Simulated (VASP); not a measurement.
## TaN: vibrations by perturbation theory with PBE

Crystal: TaN.

```
Ta N
1.0
     2.95046    0.00000    0.00000
    -1.47523    2.55517    0.00000
     0.00000    0.00000    2.89738
Ta N
1 1
Direct
  0.33333 0.66667 0.50000
  0.00000 0.00000 0.00000
```

| Quantity | Value |
| --- | --- |
| Program | VASP 6.6.1 |
| Task | vibrations by perturbation theory |
| Functional | PBE |
| Potentials or basis | VASP PAW PBE potentials, release 64 (Ta_pv, N) |
| Cutoff | 520 eV |
| k mesh | 24 × 24 × 20 |
| Occupations | fermi-dirac, width 0.15 eV |
| Spin | no spin polarisation |
| Dipole correction | no |
| Further INCAR settings | ALGO = Normal; EDIFF = 1e-08; NBANDS = 15; IBRION = 8; NSW = 1 |

The highest phonon frequency at Γ is 532 cm⁻¹.

Phonon frequencies in cm⁻¹ (negative: imaginary):
```csv
q point,frequencies
"(0.000, 0.000, 0.000)",0 0 0 512 512 532
```

Run time: 89 min on 1 thread of Intel Xeon 8259CL, with other jobs on the host, peak memory 2 GiB.
